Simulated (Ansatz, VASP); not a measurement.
**One calculation of Cs2BN2, two programs**

```xyz
5
Lattice="3.6305 0.0000 0.0000 -1.8152 3.1441 0.0000 0.0000 0.0000 10.2388" Properties=species:S:1:pos:R:3 pbc="T T T"
Cs    0.0000    0.0000    7.5778
Cs    0.0000    0.0000    2.6610
B     0.0000    0.0000    0.0000
N     0.0000    2.0960    0.0000
N     1.8152    1.0480    0.0000
```

Alike in both runs: functional PBE; k mesh 12 × 12 × 4; occupations gaussian, width 0.1 eV; no spin polarisation.

Ansatz relaxed the structure, and its values are those at the end. VASP's run is a single point on that final structure, the one shown.

|  | VASP | Ansatz |
| --- | --- | --- |
| version | VASP 6.6.1 | Ansatz 0.2.0 |
| potentials or method | VASP PAW PBE potentials, release 64 (Cs_sv, B, N), cutoff 520 eV | scalar-relativistic, plane waves, PAW |
| valence electrons in the cell | 31 | 31 |

Ansatz gave:

* gap on the k mesh at the Fermi level (eV): none
* pressure (GPa): 0.0
* rms of the force components (eV/Å): 0.000

Which values does VASP return?

gap on the k mesh at the Fermi level (eV): none; pressure (GPa): 0.3; rms of the force components (eV/Å): 0.023.

A gap of «none» marks a metal or a gap that the smearing closes.

Spin-orbit coupling is off throughout.
